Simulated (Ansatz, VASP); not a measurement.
## InSe in VASP and in Ansatz

Contents of INCAR:

```
AGGAC = 1.0 ; AGGAX = 1.0
ALDAC = 0.0 ; ALDAX = 1.0
ALGO = Normal ; EDIFF = 1E-7
ENCUT = 520 ; GGA = B5
ISIF = 2 ; ISMEAR = -1
IVDW = 13 ; LASPH = True
LCHARG = False ; LREAL = False
LWAVE = False ; NBANDS = 27
NELM = 100 ; PREC = Accurate
SIGMA = 0.05 ; VDW_A1 = 0.44488865
VDW_A2 = 4.0933009 ; VDW_S6 = 1.0
VDW_S8 = 2.34076671
```

KPOINTS

```
k-points
0
Gamma
  8 8 8
```

The input POSCAR:

```
InSe
1.0
    1.9591722174      1.1311286071      8.2677067576
   -1.9591722174      1.1311286071      8.2677067576
    0.0000000000     -2.2622572143      8.2677067576
In Se
2 2
Direct
    0.8886000000      0.8886000000      0.8886000000
    0.0000000000      0.0000000000      0.0000000000
    0.1719000000      0.1719000000      0.1719000000
    0.3835000000      0.3835000000      0.3835000000
```

Contents of input.yaml:

```yaml
crystal:
  lattice:
    - [1.9591722174, 1.1311286071, 8.2677067576]
    - [-1.9591722174, 1.1311286071, 8.2677067576]
    - [0.0, -2.2622572143, 8.2677067576]
  atoms:
    - { symbol: In, position: [0.8886, 0.8886, 0.8886] }
    - { symbol: In, position: [0.0, 0.0, 0.0] }
    - { symbol: Se, position: [0.1719, 0.1719, 0.1719] }
    - { symbol: Se, position: [0.3835, 0.3835, 0.3835] }
hamiltonian:
  xc: blyp
  pseudopotentials: { kind: paw }
  dispersion: d4
kpoints:
  mp_grid: { grid: [8, 8, 8] }
scf:
  occupations: { method: fermi_dirac, width: 0.05 }
output:
  forces: true
  stress: true
  eigenvalues: true
```

Alike in both runs: task single point; functional BLYP; dispersion D4; k mesh 8 × 8 × 8; occupations fermi-dirac, width 0.05 eV; no spin polarisation.

|  | VASP | Ansatz |
| --- | --- | --- |
| version | VASP 6.6.1 | Ansatz 0.2.0 |
| potentials or method | VASP PAW PBE potentials, release 64 (In_d, Se) | Ansatz PAW |
| plane-wave cutoff (eV) | 520 | 420 |
| valence electrons in the cell | 38 | 58 |

```tsv
	VASP	Ansatz	Ansatz less VASP
gap on the k mesh at the Fermi level (eV)	0.57	0.56	-0.013
least direct gap on the mesh (eV)	0.57	0.56	-0.013
pressure (GPa)	6.1	5.9	-0.19
traceless stress, the component that is largest in VASP (GPa)	-2.12	-2.10	+0.011
rms of the force components (eV/Å)	0.519	0.501	-0.0178
```

VASP's potentials were made for PBE, not for BLYP. Atom by atom the forces differ by 0.018 eV/Å (rms over components). VASP's potentials hold 38 valence electrons a cell and Ansatz's 58, so a difference there can come from the potentials and not from the codes.
